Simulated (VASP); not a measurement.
# Os (Fm-3m) in VASP: further runs

Aim: see how the results for Os move with the level of theory and the settings. Levels: PBE, HSE06. Tasks: single point.

Program: VASP 6.6.1. These are calculated values, not measurements. Logs are shortened: lines on timing, memory, paths and dates and some standing lists are left out, and cuts for length are marked.

**1. The cell of the first run**

Symmetry: Fm-3m, No. 225, cubic system. Conventional cell: a = 3.860 Å, b = 3.860 Å, c = 3.860 Å, α = 90.00°, β = 90.00°, γ = 90.00°. Os (site symmetry m-3m) has 12 Os at 2.73 Å within 3.6 Å.

This isn't the form of Os at room conditions, which is hcp.

**2. Single point, PBE**

INCAR reads:

```
PREC = Accurate ; ENCUT = 520
EDIFF = 1E-6 ; ISMEAR = -1
SIGMA = 0.1 ; LREAL = False
LASPH = True ; NELM = 80
ALGO = Normal ; ISIF = 2
LWAVE = False ; LCHARG = True
GGA = PE ; LELF = True
LVHAR = True ; NBANDS = 10
```

KPOINTS reads:

```
regular mesh
0
Gamma
  12 12 12
```

POSCAR reads:

```
Os
1.0
    0.0000000000      1.9300000000      1.9300000000
    1.9300000000      0.0000000000      1.9300000000
    1.9300000000      1.9300000000      0.0000000000
Os
1
Direct
    0.0000000000      0.0000000000      0.0000000000
```

Potentials or basis: VASP PAW PBE potentials, release 64 (Os).

The run is started by

```sh
cat potpaw_PBE.64/Os/POTCAR > POTCAR
mpirun -np 1 vasp_std > vasp.out
```

OUTCAR:

```text
PREC = Accurate
   ENCUT = 520
   EDIFF = 1E-6
   ISMEAR = -1
   LREAL = False
   LASPH = True
   NELM = 80
   ISIF = 2
   GGA = PE

 ion  position               nearest neighbor table
   1  0.000  0.000  0.000-

  LATTYP: Found a face centered cubic cell.
 ALAT       =     3.8600000000

  Lattice vectors:

 A1 = (   0.0000000000,   1.9300000000,   1.9300000000)
 A2 = (   1.9300000000,   0.0000000000,   1.9300000000)
 A3 = (   1.9300000000,   1.9300000000,   0.0000000000)

Analysis of symmetry for initial positions (statically):
=====================================================================
 Subroutine PRICEL returns:
 Original cell was already a primitive cell.

 Routine SETGRP: Setting up the symmetry group for a
 face centered cubic supercell.

 Subroutine GETGRP returns: Found 48 space group operations
 (whereof 48 operations were pure point group operations)
 out of a pool of 48 trial point group operations.

The static configuration has the point symmetry O_h .

Analysis of symmetry for dynamics (positions and initial velocities):
=====================================================================
 Subroutine PRICEL returns:
 Original cell was already a primitive cell.

 Routine SETGRP: Setting up the symmetry group for a
 face centered cubic supercell.

 Subroutine GETGRP returns: Found 48 space group operations
 (whereof 48 operations were pure point group operations)
 out of a pool of 48 trial point group operations.

The dynamic configuration has the point symmetry O_h .

 Subroutine INISYM returns: Found 48 space group operations
 (whereof 48 operations are pure point group operations),
 and found     1 'primitive' translations

----------------------------------------------------------------------------------------

                                     Primitive cell

  volume of cell :      14.3781

  direct lattice vectors                    reciprocal lattice vectors
     0.000000000  1.930000000  1.930000000    -0.259067358  0.259067358  0.259067358
     1.930000000  0.000000000  1.930000000     0.259067358 -0.259067358  0.259067358
     1.930000000  1.930000000  0.000000000     0.259067358  0.259067358 -0.259067358

  length of vectors
     2.729432175  2.729432175  2.729432175     0.448717826  0.448717826  0.448717826

  position of ions in fractional coordinates (direct lattice)
     0.000000000  0.000000000  0.000000000

  ion indices of the primitive-cell ions
   primitive index   ion index
                 1           1

----------------------------------------------------------------------------------------

 KPOINTS: regular mesh

Automatic generation of k-mesh.
 Grid dimensions read from file:
 generate k-points for:   12   12   12

 Generating k-lattice:

  Cartesian coordinates                     Fractional coordinates (reciprocal lattice)
    -0.021588946  0.021588946  0.021588946     0.083333333  0.000000000  0.000000000
     0.021588946 -0.021588946  0.021588946     0.000000000  0.083333333  0.000000000
     0.021588946  0.021588946 -0.021588946     0.000000000  0.000000000  0.083333333

  Length of vectors
     0.037393152  0.037393152  0.037393152

  Shift w.r.t. Gamma in fractional coordinates (k-lattice)
     0.000000000  0.000000000  0.000000000

 Subroutine IBZKPT returns following result:
 ===========================================

 Found     72 irreducible k-points:

 Following reciprocal coordinates:
            Coordinates               Weight
  0.000000  0.000000  0.000000      1.000000
  0.083333  0.000000  0.000000      8.000000
  0.166667  0.000000  0.000000      8.000000
  0.250000  0.000000  0.000000      8.000000
  0.333333  0.000000  0.000000      8.000000
  0.416667  0.000000  0.000000      8.000000
[... 16 lines left out ...]
  0.500000  0.166667  0.000000     24.000000
 -0.416667  0.166667  0.000000     24.000000
 [... further k-points ...]
   k-points           NKPTS =     72   k-points in BZ     NKDIM =     72   number of bands    NBANDS=     10
[... 43 lines left out ...]

 val. band max:        8.9875315605   @ k =  -0.3333   0.4167   0.0833
 cond. band min:       9.0474812197   @ k =  -0.4167   0.3333   0.0000
 fundamental gap:      0.0599496592
 Fermi energy:         8.9986836047

 k-point     1 :       0.0000    0.0000    0.0000
  band No.  band energies     occupation
      1      -1.6412      2.00000
      2       6.0578      2.00000
      3       6.0578      2.00000
      4       6.0578      2.00000
      5       8.9860      1.06356
      6       8.9860      1.06356
      7      23.2025      0.00000
      8      28.8669      0.00000
      9      28.8669      0.00000
     10      28.8669      0.00000

 k-point     2 :       0.0833    0.0000    0.0000
  band No.  band energies     occupation
      1      -1.3279      2.00000
      2       5.8744      2.00000
      3       6.1967      2.00000
      4       6.1967      2.00000
      5       8.8904      1.49389
      6       8.8904      1.49389
      7      23.7763      0.00000
      8      27.4318      0.00000
      9      29.4195      0.00000
     10      29.4195      0.00000

 k-point     3 :       0.1667    0.0000    0.0000
  band No.  band energies     occupation
      1      -0.4700      2.00000
      2       5.4990      2.00000
      3       6.4765      2.00000
      4       6.4765      2.00000
      5       8.7927      1.77380
      6       8.7927      1.77380
      7      24.8111      0.00000
      8      25.6231      0.00000
      9      30.9734      0.00000
     10      30.9734      0.00000

 k-point     4 :       0.2500    0.0000    0.0000
  band No.  band energies     occupation
      1       0.6140      2.00000
      2       5.4033      2.00000
      3       6.5176      2.00000
      4       6.5176      2.00000
      5       9.1586      0.33610
      6       9.1586      0.33610
      7      23.0176      0.00000
      8      26.3017      0.00000
      9      33.1711      0.00000
     10      33.1741      0.00000
[... 222 lines left out ...]
 k-point    22 :       0.4167    0.1667    0.0000
  band No.  band energies     occupation
      1       2.2904      2.00000
      2       4.9162      2.00000
      3       5.7204      2.00000
      4       7.1794      2.00000
      5      11.2092      0.00000
      6      11.3118      0.00000
      7      20.3833      0.00000
      8      25.4723      0.00000
      9      27.8965      0.00000
     10      30.3415      0.00000

 k-point    23 :       0.5000    0.1667    0.0000
  band No.  band energies     occupation
      1       2.3974      2.00000
      2       4.9807      2.00000
      3       6.4766      2.00000
      4       6.9143      2.00000
      5      11.3928      0.00000
      6      13.2960      0.00000
      7      17.6724      0.00000
      8      24.7176      0.00000
      9      27.8173      0.00000
     10      28.5900      0.00000

 k-point    24 :      -0.4167    0.1667    0.0000
  band No.  band energies     occupation
      1       2.4752      2.00000
      2       5.0186      2.00000
      3       6.7894      2.00000
      4       6.8017      2.00000
      5      10.7944      0.00000
      6      13.9062      0.00000
      7      17.4451      0.00000
      8      24.6323      0.00000
      9      27.0746      0.00000
     10      29.1109      0.00000

 [... further k-points ...]
[... 5 lines left out ...]
  --------------------------------------------------------------------------------------
  -------------------------------------------------------------------------------------
  Total       -0.1393408     -0.1393408     -0.1393408      0.0000000      0.0000000      0.0000000
  in kB      -15.5269772    -15.5269772    -15.5269772      0.0000000      0.0000000      0.0000000
  external PRESSURE =     -15.5269772 kB  Pullay stress =       0.0000000 kB

 VOLUME and BASIS-vectors are now :
 -----------------------------------------------------------------------------
  energy-cutoff  :      520.00
  volume of cell :       14.38
      direct lattice vectors                 reciprocal lattice vectors
     0.000000000  1.930000000  1.930000000    -0.259067358  0.259067358  0.259067358
     1.930000000  0.000000000  1.930000000     0.259067358 -0.259067358  0.259067358
     1.930000000  1.930000000  0.000000000     0.259067358  0.259067358 -0.259067358

 POSITION                                       TOTAL-FORCE (eV/Angst)
 -----------------------------------------------------------------------------------
      0.00000      0.00000      0.00000         0.000000      0.000000      0.000000
 -----------------------------------------------------------------------------------
    total drift:                               -0.000000     -0.000000      0.000000

  FREE ENERGIE OF THE ION-ELECTRON SYSTEM (eV)
  ---------------------------------------------------
  free  energy   TOTEN  =       -11.1385025187 eV

  energy  without entropy=      -11.1193277742  energy(sigma->0) =      -11.12891515
```

Run time: 6.3 s. Hardware: 1 thread of Oxide Virtual Turin-like, shared host; peak memory 0.09 GiB.

What came out:

* Free energy: -11.1385 eV
* Pressure: -1.6 GPa
* Band gap on the k mesh: zero (bands 4 and 5 overlap by 3.66 eV)

Levels at points of the mesh, in eV from the Fermi level:
```csv
k point,band 2,band 3,band 4,band 5,band 6,band 7
"(0.00, 0.00, 0.00)",-2.94,-2.94,-2.94,-0.01,-0.01,14.20
"(0.50, 0.00, 0.00)",-3.09,-3.09,-0.27,2.30,2.30,8.62
"(0.50, 0.50, 0.00)",-6.68,2.24,2.26,2.96,2.96,11.81
```

Caveat: spin-orbit coupling is left out, which moves the levels of the heavy elements.

**3. Single point, HSE06**

This run uses another cell than the first one, of 13.23 Å³/atom.

POSCAR reads:

```
Os
1.0
    0.0000000000      1.8770964346      1.8770964346
    1.8770964346      0.0000000000      1.8770964346
    1.8770964346      1.8770964346      0.0000000000
Os
1
Direct
    0.0000000000      0.0000000000      0.0000000000
```

INCAR.step1 reads:

```
SYSTEM = Os
  PREC = Accurate
  ENCUT = 520
  EDIFF = 1E-5
  ISMEAR = -1
  SIGMA = 0.1
  LREAL = .False.
  LASPH = .True.
  NELM = 80
  ALGO = Normal
  ISIF = 2
  LWAVE = .True.
  LCHARG = .False.
  GGA = PE
  NBANDS = 10
```

INCAR.step2 reads:

```
SYSTEM = Os
  PREC = Accurate
  ENCUT = 520
  EDIFF = 1E-6
  ISMEAR = -1
  SIGMA = 0.1
  LREAL = .False.
  LASPH = .True.
  NELM = 80
  ALGO = Normal
  ISIF = 2
  LWAVE = .False.
  LCHARG = .False.
  GGA = PE
  LHFCALC = .True.
  HFSCREEN = 0.2079
  PRECFOCK = Normal
  ISTART = 1
  NBANDS = 10
```

KPOINTS reads:

```
regular mesh
0
Gamma
  6 6 6
  0 0 0
```

Potentials or basis: VASP PAW PBE potentials, release 64 (Os).

The run is started by

```sh
cat potpaw_PBE.64/Os/POTCAR > POTCAR
cp INCAR.step1 INCAR
mpirun -np 1 vasp_std > vasp.out
cp INCAR.step2 INCAR
mpirun -np 1 vasp_std > vasp.out
```

Wall time 5.1 min (1 thread of Oxide Virtual Turin-like, shared host); peak memory 0.2 GiB.

The run converged. Its results:

```
Free energy            : -12.7253 eV
Pressure               : 26.9 GPa
Band gap on the k mesh : zero (bands 4 and 5 overlap by 4.89 eV)
```

Levels at points of the mesh, in eV from the Fermi level:
```
           k point  band 2  band 3  band 4  band 5  band 6  band 7
(0.00, 0.00, 0.00)   -3.99   -3.99   -3.99   -0.48   -0.48   15.00
(0.50, 0.00, 0.00)   -4.34   -4.34   -0.69    2.94    2.94   10.71
(0.50, 0.50, 0.00)   -8.67    2.32    2.65    3.83    3.83   13.48
```

Caveat: the k points lie up to 0.48 Å⁻¹ apart, too coarse for converged energies and pressures of a metal; the PAW data sets were made with another functional, which shifts forces and pressure a little; spin-orbit coupling is left out, which moves the levels of the heavy elements.

**4. Single point, HSE06**

This run uses another cell than the first one, of 13.66 Å³/atom.

POSCAR reads:

```
Os
1.0
    0.0000000000      1.8972818149      1.8972818149
    1.8972818149      0.0000000000      1.8972818149
    1.8972818149      1.8972818149      0.0000000000
Os
1
Direct
    0.0000000000      0.0000000000      0.0000000000
```

INCAR.step1 reads:

```
ALGO     = Normal         # electronic algorithm
EDIFF    = 1E-5           # SCF threshold, eV
ENCUT    = 520            # plane-wave cutoff, eV
GGA      = PE             # functional
ISIF     = 2              # what is computed and relaxed
ISMEAR   = -1             # smearing method
LASPH    = T              # aspherical terms in the spheres
LCHARG   = F              # write CHGCAR
LREAL    = F              # projectors in reciprocal space
LWAVE    = T              # write WAVECAR
NBANDS   = 10             # bands
NELM     = 60             # most SCF steps
PREC     = Accurate       # precision mode
SIGMA    = 0.1            # smearing width, eV
```

INCAR.step2 reads:

```
ALGO     = Normal         # electronic algorithm
EDIFF    = 1E-6           # SCF threshold, eV
ENCUT    = 520            # plane-wave cutoff, eV
GGA      = PE             # functional
HFSCREEN = 0.2079         # screening, 1/A
ISIF     = 2              # what is computed and relaxed
ISMEAR   = -1             # smearing method
ISTART   = 1            
LASPH    = T              # aspherical terms in the spheres
LCHARG   = F              # write CHGCAR
LHFCALC  = T              # exact exchange
LREAL    = F              # projectors in reciprocal space
LWAVE    = F              # write WAVECAR
NBANDS   = 10             # bands
NELM     = 60             # most SCF steps
PREC     = Accurate       # precision mode
PRECFOCK = Normal       
SIGMA    = 0.1            # smearing width, eV
```

KPOINTS reads:

```
k-points
0
Gamma
  6 6 6
```

The run is started by

```sh
cat potpaw_PBE.64/Os/POTCAR > POTCAR
cp INCAR.step1 INCAR
mpirun -np 1 vasp_std > vasp.out
cp INCAR.step2 INCAR
mpirun -np 1 vasp_std > vasp.out
```

Run time: 8.2 min. Hardware: 1 thread of Oxide Virtual Turin-like, shared host; peak memory 0.2 GiB.

It converged, with:

```
Free energy            : -12.7741 eV
Pressure               : 9.8 GPa
Band gap on the k mesh : zero (bands 4 and 5 overlap by 4.65 eV)
```

Levels at points of the mesh, in eV from the Fermi level:
| k point | band 2 | band 3 | band 4 | band 5 | band 6 | band 7 |
| --- | --- | --- | --- | --- | --- | --- |
| (0.00, 0.00, 0.00) | -3.80 | -3.80 | -3.80 | -0.47 | -0.47 | 15.04 |
| (0.50, 0.00, 0.00) | -4.15 | -4.15 | -0.67 | 2.81 | 2.81 | 10.26 |
| (0.50, 0.50, 0.00) | -8.29 | 2.24 | 2.51 | 3.65 | 3.65 | 13.26 |

Caveat: the k points lie up to 0.48 Å⁻¹ apart, too coarse for converged energies and pressures of a metal; the PAW data sets were made with another functional, which shifts forces and pressure a little; spin-orbit coupling is left out, which moves the levels of the heavy elements.

**5. Single point, HSE06**

This run uses another cell than the first one, of 13.66 Å³/atom.

POSCAR is that of step 4.

INCAR.step1 reads:

```
SYSTEM = Os
PREC = Accurate
ENCUT = 520
EDIFF = 1E-5
ISMEAR = -1
SIGMA = 0.1
LREAL = .FALSE.
LASPH = .TRUE.
NELM = 100
ALGO = Normal
ISIF = 2
LWAVE = .TRUE.
GGA = PE
NBANDS = 10
```

INCAR.step2 reads:

```
SYSTEM = Os
PREC = Accurate
ENCUT = 520
EDIFF = 1E-6
ISMEAR = -1
SIGMA = 0.1
LREAL = .FALSE.
LASPH = .TRUE.
NELM = 100
ALGO = Normal
ISIF = 2
LWAVE = .FALSE.
LCHARG = .TRUE.
GGA = PE
LHFCALC = .TRUE.
HFSCREEN = 0.2079
PRECFOCK = Normal
LELF = .TRUE.
LVHAR = .TRUE.
ISTART = 1
NBANDS = 10
```

KPOINTS reads:

```
regular mesh
0
G
  6 6 6
  0 0 0
```

The run is started by

```sh
cat potpaw_PBE.64/Os/POTCAR > POTCAR
cp INCAR.step1 INCAR
mpirun -np 1 vasp_std > vasp.out
cp INCAR.step2 INCAR
mpirun -np 1 vasp_std > vasp.out
```

It took 12 min on 1 thread of Oxide Virtual Turin-like, shared host; peak memory 0.2 GiB.

The run converged. Its results:

- Free energy: -12.7741 eV
- Pressure: 9.8 GPa
- Band gap on the k mesh: zero (bands 4 and 5 overlap by 4.65 eV)

Levels at points of the mesh, in eV from the Fermi level:
```tsv
k point	band 2	band 3	band 4	band 5	band 6	band 7
(0.00, 0.00, 0.00)	-3.80	-3.80	-3.80	-0.47	-0.47	15.04
(0.50, 0.00, 0.00)	-4.15	-4.15	-0.67	2.81	2.81	10.26
(0.50, 0.50, 0.00)	-8.29	2.24	2.51	3.65	3.65	13.26
```

Caveat: the k points lie up to 0.48 Å⁻¹ apart, too coarse for converged energies and pressures of a metal; the PAW data sets were made with another functional, which shifts forces and pressure a little; spin-orbit coupling is left out, which moves the levels of the heavy elements.

**6. Single point, HSE06**

This run uses another cell than the first one, of 14.09 Å³/atom.

POSCAR reads:

```
Os
1.0
    0.0000000000      1.9170465896      1.9170465896
    1.9170465896      0.0000000000      1.9170465896
    1.9170465896      1.9170465896      0.0000000000
Os
1
Direct
    0.0000000000      0.0000000000      0.0000000000
```

INCAR.step1 reads:

```
PREC = Accurate
ENCUT = 520
EDIFF = 1E-5
ISMEAR = -1
SIGMA = 0.1
LREAL = F
LASPH = T
NELM = 80
ALGO = Normal
ISIF = 2
LWAVE = T
LCHARG = F
GGA = PE
NBANDS = 10
```

INCAR.step2 reads:

```
PREC = Accurate
ENCUT = 520
EDIFF = 1E-6
ISMEAR = -1
SIGMA = 0.1
LREAL = F
LASPH = T
NELM = 80
ALGO = Normal
ISIF = 2
LWAVE = F
LCHARG = F
GGA = PE
LHFCALC = T
HFSCREEN = 0.2079
PRECFOCK = Normal
ISTART = 1
NBANDS = 10
```

KPOINTS reads:

```
regular mesh
0
Gamma
  6 6 6
```

Potentials or basis: VASP PAW PBE potentials, release 64 (Os).

The run is started by

```sh
cat potpaw_PBE.64/Os/POTCAR > POTCAR
cp INCAR.step1 INCAR
mpirun -np 1 vasp_std > vasp.out
cp INCAR.step2 INCAR
mpirun -np 1 vasp_std > vasp.out
```

It took 11 min on 1 thread of Oxide Virtual Turin-like, shared host; peak memory 0.2 GiB.

The run converged. Its results:

```
Free energy            : -12.7807 eV
Pressure               : -4.6 GPa
Band gap on the k mesh : zero (bands 4 and 5 overlap by 4.42 eV)
```

Levels at points of the mesh, in eV from the Fermi level:
```
           k point  band 2  band 3  band 4  band 5  band 6  band 7
(0.00, 0.00, 0.00)   -3.63   -3.63   -3.63   -0.47   -0.47   15.08
(0.50, 0.00, 0.00)   -3.96   -3.96   -0.64    2.68    2.68    9.84
(0.50, 0.50, 0.00)   -7.94    2.18    2.38    3.49    3.49   13.06
```

Caveat: the k points lie up to 0.47 Å⁻¹ apart, too coarse for converged energies and pressures of a metal; the PAW data sets were made with another functional, which shifts forces and pressure a little; spin-orbit coupling is left out, which moves the levels of the heavy elements.

**7. Summary**

```csv
level,cell,k mesh,grid for exact exchange (PRECFOCK),share of exact exchange,screening parameter,gap on the mesh (eV),pressure (GPa)
PBE,"a = 2.729 Å, angles 60.0°, 1 atom",12 × 12 × 12,-,-,-,none,-1.6
HSE06,"a = 2.655 Å, angles 60.0°, 1 atom",6 × 6 × 6,Normal,0.25,0.2079 1/Å,none,26.9
HSE06,"a = 2.683 Å, angles 60.0°, 1 atom",6 × 6 × 6,Normal,0.25,0.2079 1/Å,none,9.8
HSE06,"a = 2.711 Å, angles 60.0°, 1 atom",6 × 6 × 6,Normal,0.25,0.2079 1/Å,none,-4.6
```

Alike in all rows: task single point; potentials or basis VASP PAW PBE potentials, release 64 (Os); no spin polarisation; cutoff (eV) 520; smearing fermi-dirac 0.1 eV.

Caveats: some runs use coarse meshes; spin-orbit coupling is left out, which moves the levels of the heavy elements; the PAW data sets were made with another functional, which shifts forces and pressure a little (at least some runs).

Total energies depend on the potentials used, so only differences within one code and one set of settings carry meaning.

The gap in the log of VASP goes by the Fermi energy; the results here count the filled bands.